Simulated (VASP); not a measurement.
# HgTe (I-4m2) in VASP: single point with PBEsol

Aim: the single point of HgTe with PBEsol.

Everything below comes from runs of VASP 6.6.1. Logs are shortened: lines on timing, memory, paths and dates and some standing lists are left out, and cuts for length are marked.

## Step 1: The cell of the first run

Symmetry: I-4m2, No. 119, tetragonal system. The conventional cell has a = 4.604 Å, b = 4.604 Å, c = 6.772 Å, α = 90.00°, β = 90.00°, γ = 90.00°. Within 3.8 Å of Hg (site symmetry -4m2) lie 4 Te at 2.86 Å. Te (site symmetry -4m2) has 4 Hg at 2.86 Å within 3.8 Å.

## Step 2: Single point, PBEsol (strain along c alone, the other axes held: +4.0 %)

The input, INCAR:

```
SYSTEM = HgTe
  PREC = Accurate
  ENCUT = 520
  EDIFF = 1E-6
  ISMEAR = 0
  SIGMA = 0.1
  LREAL = .FALSE.
  LASPH = .TRUE.
  NELM = 80
  ALGO = Fast
  ISIF = 2
  LWAVE = .FALSE.
  LCHARG = .FALSE.
  GGA = PS
  NBANDS = 26
```

The input, KPOINTS:

```
regular mesh
0
G
  12 12 8
  0 0 0
```

The input, POSCAR:

```
HgTe
1.0
    3.2556397153      3.2556397153      0.0000000000
   -3.2556397153      3.2556397153      0.0000000000
    0.0000000000      0.0000000000      6.7717306078
Hg Te
2 2
Direct
    0.0000000000      0.0000000000      0.0000000000
    0.5000000000      0.5000000000      0.5000000000
    0.5000000000      0.0000000000      0.7500000000
    0.0000000000      0.5000000000      0.2500000000
```

Potentials or basis: VASP PAW PBE potentials, release 64 (Hg, Te).

Started as:

```bash
cat potpaw_PBE.64/Hg/POTCAR potpaw_PBE.64/Te/POTCAR > POTCAR
mpirun -np 1 vasp_std > vasp.out
```

OUTCAR:

```text
SYSTEM = HgTe
   PREC = Accurate
   ENCUT = 520
   EDIFF = 1E-6
   ISMEAR = 0
   LREAL = .FALSE.
   LASPH = .TRUE.
   NELM = 80
   ISIF = 2
   GGA = PS

 ion  position               nearest neighbor table
   1  0.000  0.000  0.000-   3 2.86   4 2.86   4 2.86   3 2.86
   2  0.500  0.500  0.500-   3 2.86   4 2.86   3 2.86   4 2.86
   3  0.500  0.000  0.750-   1 2.86   2 2.86   2 2.86   1 2.86
   4  0.000  0.500  0.250-   1 2.86   2 2.86   1 2.86   2 2.86

  LATTYP: Found a simple tetragonal cell.
 ALAT       =     4.6041698396
 C/A-ratio  =     1.4707821049

  Lattice vectors:

 A1 = (   3.2556397153,   3.2556397153,   0.0000000000)
 A2 = (  -3.2556397153,   3.2556397153,   0.0000000000)
 A3 = (   0.0000000000,   0.0000000000,   6.7717306078)

Analysis of symmetry for initial positions (statically):
=====================================================================
 Subroutine PRICEL returns following result:

  LATTYP: Found a body centered tetragonal cell.
 ALAT       =     4.6041698396
 C/A-ratio  =     1.4707821049

  Lattice vectors:

 A1 = (   3.2556397153,   0.0000000000,  -3.3858653039)
 A2 = (  -3.2556397153,   0.0000000000,  -3.3858653039)
 A3 = (   0.0000000000,   3.2556397153,   3.3858653039)

   2 primitive cells build up your supercell.

 Routine SETGRP: Setting up the symmetry group for a
 simple tetragonal supercell.

 Subroutine GETGRP returns: Found  8 space group operations
 (whereof  8 operations were pure point group operations)
 out of a pool of 16 trial point group operations.

The static configuration has the point symmetry D_2d.

Analysis of symmetry for dynamics (positions and initial velocities):
=====================================================================
 Subroutine PRICEL returns following result:

  LATTYP: Found a body centered tetragonal cell.
 ALAT       =     4.6041698396
 C/A-ratio  =     1.4707821049

  Lattice vectors:

 A1 = (   3.2556397153,   0.0000000000,  -3.3858653039)
 A2 = (  -3.2556397153,   0.0000000000,  -3.3858653039)
 A3 = (   0.0000000000,   3.2556397153,   3.3858653039)

   2 primitive cells build up your supercell.

 Routine SETGRP: Setting up the symmetry group for a
 simple tetragonal supercell.

 Subroutine GETGRP returns: Found  8 space group operations
 (whereof  8 operations were pure point group operations)
 out of a pool of 16 trial point group operations.

The dynamic configuration has the point symmetry D_2d.

 Subroutine INISYM returns: Found  8 space group operations
 (whereof  8 operations are pure point group operations),
 and found     2 'primitive' translations

----------------------------------------------------------------------------------------

                                     Primitive cell

  volume of cell :      71.7749

  direct lattice vectors                    reciprocal lattice vectors
     3.255639715  0.000000000 -3.385865304     0.153579648  0.153579648 -0.147672738
    -3.255639715  0.000000000 -3.385865304    -0.153579648  0.153579648 -0.147672738
     0.000000000  3.255639715  3.385865304     0.000000000  0.307159295  0.000000000

  length of vectors
     4.697155928  4.697155928  4.697155928     0.262641683  0.262641683  0.307159295

  position of ions in fractional coordinates (direct lattice)
     0.000000000  0.000000000  0.000000000
     0.750000000  0.250000000  0.500000000

  ion indices of the primitive-cell ions
   primitive index   ion index
                 1           1
                 2           3

----------------------------------------------------------------------------------------

 KPOINTS: regular mesh

Automatic generation of k-mesh.
 Grid dimensions read from file:
 generate k-points for:   12   12    8

 Generating k-lattice:

  Cartesian coordinates                     Fractional coordinates (reciprocal lattice)
     0.012798304  0.012798304  0.000000000     0.083333333  0.000000000  0.000000000
    -0.012798304  0.012798304  0.000000000     0.000000000  0.083333333  0.000000000
     0.000000000  0.000000000  0.018459092     0.000000000  0.000000000  0.125000000

  Length of vectors
     0.018099535  0.018099535  0.018459092

  Shift w.r.t. Gamma in fractional coordinates (k-lattice)
     0.000000000  0.000000000  0.000000000

 Subroutine IBZKPT returns following result:
 ===========================================

 Found    140 irreducible k-points:

 Following reciprocal coordinates:
            Coordinates               Weight
  0.000000  0.000000  0.000000      1.000000
  0.083333  0.000000  0.000000      4.000000
  0.166667  0.000000  0.000000      4.000000
  0.250000  0.000000  0.000000      4.000000
  0.333333  0.000000  0.000000      4.000000
  0.416667  0.000000  0.000000      4.000000
[... 16 lines left out ...]
  0.333333  0.333333  0.000000      4.000000
  0.416667  0.333333  0.000000      8.000000
 [... further k-points ...]
   k-points           NKPTS =    140   k-points in BZ     NKDIM =    140   number of bands    NBANDS=     26
   number of dos      NEDOS =    301   number of ions     NIONS =      4
   total plane-waves  NPLWV =  64800
   dimension x,y,z NGX =    36 NGY =   36 NGZ =   50
   dimension x,y,z NGXF=    72 NGYF=   72 NGZF=  100
   ions per type =               2   2
   NGX,Y,Z   is equivalent  to a cutoff of  13.00, 13.00, 12.27 a.u.
   NGXF,Y,Z  is equivalent  to a cutoff of  26.00, 26.00, 24.55 a.u.
 SYSTEM =  HgTe
   PREC   = accura    normal or accurate (medium, high low for compatibility)
   ISTART =      0    job   : 0-new  1-cont  2-samecut
   ICHARG =      2    charge: 1-file 2-atom 10-const
   ISPIN  =      1    spin polarized calculation?
   LNONCOLLINEAR =      F non collinear calculations
   LSORBIT =      F    spin-orbit coupling
   LASPH  =      T    aspherical Exc in radial PAW
   ENCUT  =  520.0 eV  38.22 Ry    6.18 a.u.   8.56  8.56 12.59*2*pi/ulx,y,z
   NELM   =     80;   NELMIN=  2; NELMDL= -5     # of ELM steps
   EDIFF  = 0.1E-05   stopping-criterion for ELM
   LREAL  =      F    real-space projection
   EDIFFG = 0.1E-04   stopping-criterion for IOM
   NSW    =      0    number of steps for IOM
   IBRION =     -1    ionic relax: 0-MD 1-quasi-New 2-CG
   NFREE  =      0    steps in history (QN), initial steepest desc. (CG)
   ISIF   =      2    stress and relaxation
   ISYM   =      2    0-nonsym 1-usesym 2-fastsym
   POTIM  = 0.5000    time-step for ionic-motion
   TEBEG  =    0.0;   TEEND  =   0.0 temperature during run
   PSTRESS=    0.0 pullay stress
   NELECT =      36.0000    total number of electrons
   NUPDOWN=      -1.0000    fix difference up-down
   EMIN   =  10.00;   EMAX   =-10.00  energy-range for DOS
   EFERMI =   0.00;   METHOD = LEGACY
   ISMEAR =     0;   SIGMA  =   0.10  broadening in eV -4-tet -1-fermi 0-gaus
   EFERMI_NEDOS =   21; number of points for ismear=-14 and -15
   IALGO  =     68    algorithm
   IMIX   =      4    mixing-type and parameters
     AMIX     =   0.40;   BMIX     =  1.00
     AMIX_MAG =   1.60;   BMIX_MAG =  1.00
  volume/ion in A,a.u.               =      35.89       242.18
  Fermi-wavevector in a.u.,A,eV,Ry     =   1.032385  1.950924 14.501336  1.065818
  Thomas-Fermi vector in A             =   2.166580
   LORBIT       =      0    0 simple, 1 ext, 2 COOP (PROOUT), +10 PAW based schemes
   GGA     = PS    functional components
   LHFCALC =     F    Hartree Fock is set to
   AEXX    =    0.0000 exact exchange contribution
   IVDW    =     0    specifies the selected vdW correction
   LEPSILON=     F    determine dielectric tensor
   LRPA    =     F    only Hartree local field effects (RPA)
 non-spin polarized calculation
 RMM-DIIS sequential band-by-band and
 Gauss-broadening in eV      SIGMA  =   0.10
  energy-cutoff  :      520.00
  volume of cell :      143.55
 maximum number of plane-waves:      3903
 NGX is ok and might be reduce to    36
   NGX = 17   NGY = 17   NGZ = 25

 number of electron      36.0000005 magnetization

 Free energy of the ion-electron system (eV)
  ---------------------------------------------------
  ext. energy  EPLUGINS =         0.00000000
  ---------------------------------------------------
  free energy    TOTEN  =        -8.72350925 eV

  energy without entropy =       -8.72329173  energy(sigma->0) =       -8.72340049

 E-fermi :   2.4312     XC(G=0):  -8.6618

 val. band max:        2.3689856422   @ k =   0.0000   0.0000   0.0000
 cond. band min:       2.6411388383   @ k =   0.0833   0.0000   0.0000
 fundamental gap:      0.2721531962
 Fermi energy:         2.4311557623

 k-point     1 :       0.0000    0.0000    0.0000
  band No.  band energies     occupation
      1      -9.2737      2.00000
      2      -8.6074      2.00000
      3      -4.6805      2.00000
      4      -4.6713      2.00000
      5      -4.6713      2.00000
      6      -4.4894      2.00000
[... 18 lines left out ...]
     25       8.6604      0.00000
     26      10.0481      0.00000

 k-point     2 :       0.0833    0.0000    0.0000
  band No.  band energies     occupation
      1      -9.2525      2.00000
      2      -8.6070      2.00000
      3      -4.6743      2.00000
      4      -4.6666      2.00000
      5      -4.6633      2.00000
      6      -4.4885      2.00000
[... 18 lines left out ...]
     25       9.0035      0.00000
     26       9.8136      0.00000

 k-point     3 :       0.1667    0.0000    0.0000
  band No.  band energies     occupation
      1      -9.1917      2.00000
      2      -8.6082      2.00000
      3      -4.6583      2.00000
      4      -4.6526      2.00000
      5      -4.6355      2.00000
      6      -4.4935      2.00000
[... 572 lines left out ...]
 k-point    23 :       0.3333    0.3333    0.0000
  band No.  band energies     occupation
      1      -8.7701      2.00000
      2      -8.5921      2.00000
      3      -4.5366      2.00000
      4      -4.4908      2.00000
      5      -4.4879      2.00000
      6      -4.4432      2.00000
[... 18 lines left out ...]
     25       9.1421      0.00000
     26       9.2468      0.00000

 k-point    24 :       0.4167    0.3333    0.0000
  band No.  band energies     occupation
      1      -8.6932      2.00000
      2      -8.6004      2.00000
      3      -4.5171      2.00000
      4      -4.4959      2.00000
      5      -4.4498      2.00000
      6      -4.4096      2.00000
[... 18 lines left out ...]
     25       9.6552      0.00000
     26       9.9079      0.00000

 [... further k-points ...]

------------------------ aborting loop because EDIFF is reached ----------------------------------------

  FORCE on cell =-STRESS in cart. coord.  units (eV):
  Direction    XX          YY          ZZ          XY          YZ          ZX
  --------------------------------------------------------------------------------------
  -------------------------------------------------------------------------------------
  Total       -1.0776818     -1.0776818     -1.7181117      0.0000000      0.0000000      0.0000000
  in kB      -12.0281491    -12.0281491    -19.1760713      0.0000000      0.0000000      0.0000000
  external PRESSURE =     -14.4107898 kB  Pullay stress =       0.0000000 kB

 VOLUME and BASIS-vectors are now :
 -----------------------------------------------------------------------------
  energy-cutoff  :      520.00
  volume of cell :      143.55
      direct lattice vectors                 reciprocal lattice vectors
     3.255639715  3.255639715  0.000000000     0.153579648  0.153579648  0.000000000
    -3.255639715  3.255639715  0.000000000    -0.153579648  0.153579648  0.000000000
     0.000000000  0.000000000  6.771730608     0.000000000  0.000000000  0.147672738

 POSITION                                       TOTAL-FORCE (eV/Angst)
 -----------------------------------------------------------------------------------
      0.00000      0.00000      0.00000         0.000000      0.000000     -0.000000
      0.00000      3.25564      3.38587        -0.000000     -0.000000      0.000000
      1.62782      1.62782      5.07880         0.000000     -0.000000     -0.000000
     -1.62782      1.62782      1.69293         0.000000     -0.000000     -0.000000
 -----------------------------------------------------------------------------------
    total drift:                               -0.000000      0.000000      0.000000

  FREE ENERGIE OF THE ION-ELECTRON SYSTEM (eV)
  ---------------------------------------------------
  free  energy   TOTEN  =        -8.7235092532 eV

  energy  without entropy=       -8.7232917267  energy(sigma->0) =       -8.72340049
```

Wall time 6.8 min (1 thread of Oxide Virtual Turin-like, shared host); peak memory 0.53 GiB.

What came out:

| Item | Value |
| --- | --- |
| Free energy | -8.7235 eV |
| Pressure | -1.4 GPa |
| Band gap on the k mesh | zero (filled and empty bands touch) |

Stress tensor (GPa, compression positive):
```
-1.20  0.00  0.00
 0.00 -1.20  0.00
 0.00  0.00 -1.92
```

Caveat: the cell differs from its parent crystal (strain along c alone, the other axes held: +4.0 %); semilocal functionals underestimate gaps, and a narrow one can read as zero; the PAW data sets were made with another functional, which shifts forces and pressure a little; spin-orbit coupling is left out, which moves the levels of the heavy elements.

The gap in the log of VASP goes by the Fermi energy; the results here count the filled bands.